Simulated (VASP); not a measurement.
# Ni (Fm-3m) in VASP: a series of runs, part 2 of 2

VASP 6.6.1.

### Step 6. Single point, PBE, collinear spin, ferromagnetic start

This run uses another cell than the first one, of 10.78 Å³/atom, 0.990 times its volume.

The input, INCAR:

```
ALGO     = Normal         # electronic algorithm
EDIFF    = 1E-6           # SCF threshold, eV
ENCUT    = 520            # plane-wave cutoff, eV
GGA      = PE             # functional
ISIF     = 2              # what is computed and relaxed
ISMEAR   = 0              # smearing method
ISPIN    = 2              # spin polarisation
LASPH    = True           # aspherical terms in the spheres
LCHARG   = False          # write CHGCAR
LMAXMIX  = 4              # l up to which the mixer works
LORBIT   = 11             # projections on sites
LREAL    = False          # projectors in reciprocal space
LWAVE    = False          # write WAVECAR
MAGMOM   = 0.75           # initial moments
NBANDS   = 15             # bands
NELM     = 150            # most SCF steps
PREC     = Accurate       # precision mode
SIGMA    = 0.1            # smearing width, eV
```

The input, KPOINTS:

```
k-points
0
Gamma
  20 20 20
```

The input, POSCAR:

```
Ni
1.0
    0.0000000000      1.7535061710      1.7535061710
    1.7535061710      0.0000000000      1.7535061710
    1.7535061710      1.7535061710      0.0000000000
Ni
1
Direct
    0.0000000000      0.0000000000      0.0000000000
```

Potentials or basis: VASP PAW PBE potentials, release 64 (Ni).

Run with:

```sh
$ cat potpaw_PBE.64/Ni/POTCAR > POTCAR
$ mpirun -np 1 vasp_std > vasp.out
```

OUTCAR:

```text
EDIFF = 1E-6
   ENCUT = 520
   GGA = PE
   ISIF = 2
   ISMEAR = 0
   ISPIN = 2
   LASPH = True
   LORBIT = 11
   LREAL = False
   NELM = 150
   PREC = Accurate

 ion  position               nearest neighbor table
   1  0.000  0.000  0.000-

  LATTYP: Found a face centered cubic cell.
 ALAT       =     3.5070123420

  Lattice vectors:

 A1 = (   0.0000000000,   1.7535061710,   1.7535061710)
 A2 = (   1.7535061710,   0.0000000000,   1.7535061710)
 A3 = (   1.7535061710,   1.7535061710,   0.0000000000)

Analysis of symmetry for initial positions (statically):
=====================================================================
 Subroutine PRICEL returns:
 Original cell was already a primitive cell.

 Routine SETGRP: Setting up the symmetry group for a
 face centered cubic supercell.

 Subroutine GETGRP returns: Found 48 space group operations
 (whereof 48 operations were pure point group operations)
 out of a pool of 48 trial point group operations.

The static configuration has the point symmetry O_h .

Analysis of symmetry for dynamics (positions and initial velocities):
=====================================================================
 Subroutine PRICEL returns:
 Original cell was already a primitive cell.

 Routine SETGRP: Setting up the symmetry group for a
 face centered cubic supercell.

 Subroutine GETGRP returns: Found 48 space group operations
 (whereof 48 operations were pure point group operations)
 out of a pool of 48 trial point group operations.

The dynamic configuration has the point symmetry O_h .

Analysis of structural, dynamic, and magnetic symmetry:
=====================================================================
 Subroutine PRICEL returns:
 Original cell was already a primitive cell.

 Routine SETGRP: Setting up the symmetry group for a
 face centered cubic supercell.

 Subroutine GETGRP returns: Found 48 space group operations
 (whereof 48 operations were pure point group operations)
 out of a pool of 48 trial point group operations.

The overall configuration has the point symmetry O_h .
[... 150 lines left out ...]
 Fermi energy:         9.5044649839

 spin component 1

 k-point     1 :       0.0000    0.0000    0.0000
  band No.  band energies     occupation
      1       0.4310      1.00000
      2       7.0431      1.00000
      3       7.0431      1.00000
      4       7.0431      1.00000
      5       8.2360      1.00000
      6       8.2360      1.00000
      7      33.3036      0.00000
      8      37.2338      0.00000
      9      37.2338      0.00000
     10      37.2338      0.00000
     11      40.2005      0.00000
     12      40.2005      0.00000
     13      40.2005      0.00000
     14      43.1450      0.00000
[... 403 lines left out ...]
      4       7.3065      1.00000
      5       8.5713      1.00000
      6       8.9251      1.00000
      7      18.7154      0.00000
      8      31.2877      0.00000
      9      33.6794      0.00000
     10      35.5854      0.00000
     11      37.5469      0.00000
     12      39.3976      0.00000
     13      43.6626      0.00000
     14      50.3768      0.00000
     15      51.9318      0.00000

 [... further k-points ...]

 spin component 2

 k-point     1 :       0.0000    0.0000    0.0000
  band No.  band energies     occupation
      1       0.3961      1.00000
      2       7.7986      1.00000
      3       7.7986      1.00000
      4       7.7986      1.00000
      5       8.8217      1.00000
      6       8.8218      1.00000
      7      33.1412      0.00000
      8      37.2133      0.00000
      9      37.2133      0.00000
     10      37.2133      0.00000
     11      40.3025      0.00000
     12      40.3025      0.00000
     13      40.3025      0.00000
     14      43.0225      0.00000
[... 403 lines left out ...]
      4       7.8184      1.00000
      5       9.3021      0.99789
      6       9.6195      0.05190
      7      18.9611      0.00000
      8      31.2527      0.00000
      9      33.6821      0.00000
     10      35.6896      0.00000
     11      37.5763      0.00000
     12      39.4176      0.00000
     13      43.7260      0.00000
     14      50.4509      0.00000
     15      52.1731      0.00000

 [... further k-points ...]
[... 5 lines left out ...]
  --------------------------------------------------------------------------------------
  -------------------------------------------------------------------------------------
  Total        0.1274156      0.1274156      0.1274156      0.0000000      0.0000000     -0.0000000
  in kB       18.9313311     18.9313311     18.9313311      0.0000000      0.0000000     -0.0000000
  external PRESSURE =      18.9313311 kB  Pullay stress =       0.0000000 kB

 VOLUME and BASIS-vectors are now :
 -----------------------------------------------------------------------------
  energy-cutoff  :      520.00
  volume of cell :       10.78
      direct lattice vectors                 reciprocal lattice vectors
     0.000000000  1.753506171  1.753506171    -0.285142994  0.285142994  0.285142994
     1.753506171  0.000000000  1.753506171     0.285142994 -0.285142994  0.285142994
     1.753506171  1.753506171  0.000000000     0.285142994  0.285142994 -0.285142994

 POSITION                                       TOTAL-FORCE (eV/Angst)
 -----------------------------------------------------------------------------------
      0.00000      0.00000      0.00000         0.000000      0.000000      0.000000
 -----------------------------------------------------------------------------------
    total drift:                                0.000000     -0.000000     -0.000000

  FREE ENERGIE OF THE ION-ELECTRON SYSTEM (eV)
  ---------------------------------------------------
  free  energy   TOTEN  =        -5.4745239623 eV

  energy  without entropy=       -5.4658501516  energy(sigma->0) =       -5.47018706

 total charge

# of ion       s       p       d       tot
------------------------------------------
    1        0.502   0.506   8.318   9.326

 magnetization (x)

# of ion       s       p       d       tot
------------------------------------------
    1       -0.007  -0.025   0.670   0.638
```

OSZICAR:

```text
N       E                     dE             d eps       ncg     rms          rms(c)
DAV:   1     0.330423517338E+02    0.33042E+02   -0.41790E+03 16278   0.856E+02
DAV:   2    -0.505877297588E+01   -0.38101E+02   -0.35394E+02 17642   0.162E+02
DAV:   3    -0.649418155927E+01   -0.14354E+01   -0.14232E+01 18671   0.309E+01
DAV:   4    -0.650304475466E+01   -0.88632E-02   -0.88620E-02 18893   0.232E+00
DAV:   5    -0.650314997599E+01   -0.10522E-03   -0.10522E-03 19236   0.226E-01    0.997E+00
DAV:   6    -0.580480587050E+01    0.69834E+00   -0.13377E+01 22241   0.400E+01    0.582E+00
DAV:   7    -0.549224025113E+01    0.31257E+00   -0.22712E+00 20351   0.149E+01    0.196E+00
DAV:   8    -0.547729056375E+01    0.14950E-01   -0.24934E-02 19521   0.109E+00    0.935E-01
DAV:   9    -0.547495008735E+01    0.23405E-02   -0.18858E-03 25254   0.273E-01    0.251E-01
DAV:  10    -0.547453837766E+01    0.41171E-03   -0.41437E-04 25688   0.108E-01    0.397E-02
DAV:  11    -0.547452284929E+01    0.15528E-04   -0.45480E-05 23627   0.461E-02    0.318E-02
DAV:  12    -0.547452389227E+01   -0.10430E-05   -0.12299E-06 16415   0.831E-03    0.729E-03
DAV:  13    -0.547452396229E+01   -0.70025E-07   -0.27677E-07 13000   0.493E-03
   1 F= -.54745240E+01 E0= -.54701871E+01  d E =-.867381E-02  mag=     0.6270
```

Run time: 37 s. Hardware: 1 thread of Intel Xeon 6975P-C (Granite Rapids), shared host; peak memory 0.17 GiB.

What came out:

```yaml
Free_energy: -5.4745 eV
Pressure: 1.9 GPa
Net_moment: 0.63 μB per cell
Site_moments: Ni +0.64 μB
Valence_electrons_inside_the_program's_atomic_spheres: Ni 9.33
```

Levels at points of the mesh, in eV from the Fermi level:
Spin up:
```
           k point  band 2  band 3  band 4  band 5  band 6  band 7  band 8  band 9
(0.00, 0.00, 0.00)   -2.46   -2.46   -2.46   -1.27   -1.27   23.80   27.73   27.73
(0.50, 0.00, 0.00)   -2.44   -2.44   -0.61   -0.61   -0.31    5.72   22.29   24.83
(0.50, 0.50, 0.00)   -4.25   -0.55   -0.48   -0.48    2.45    9.30   14.91   14.91
```
Spin down:
| k point | band 3 | band 4 | band 5 | band 6 | band 7 | band 8 |
| --- | --- | --- | --- | --- | --- | --- |
| (0.00, 0.00, 0.00) | -1.71 | -1.71 | -0.68 | -0.68 | 23.64 | 27.71 |
| (0.50, 0.00, 0.00) | -1.83 | -0.37 | 0.15 | 0.15 | 6.15 | 22.14 |
| (0.50, 0.50, 0.00) | 0.06 | 0.39 | 0.39 | 2.41 | 9.54 | 14.92 |

### Step 7. The runs side by side

```csv
cell,gap on the mesh (eV),pressure (GPa),moment (μB)
"a = 2.488 Å, angles 60.0°, 1 atom",none,0.0,0.63
"a = 2.421 Å, angles 60.0°, 1 atom",none,19.6,0.62
"a = 2.451 Å, angles 60.0°, 1 atom",none,9.8,0.62
"a = 2.468 Å, angles 60.0°, 1 atom",none,4.9,0.62
"a = 2.480 Å, angles 60.0°, 1 atom",none,1.9,0.63
```

Alike in all rows: task single point; level PBE; potentials or basis VASP PAW PBE potentials, release 64 (Ni); spin collinear, ferromagnetic start; k mesh 20 × 20 × 20; cutoff (eV) 520; smearing gaussian 0.1 eV.

Total energies depend on the potentials used, so only differences within one code and one set of settings carry meaning.
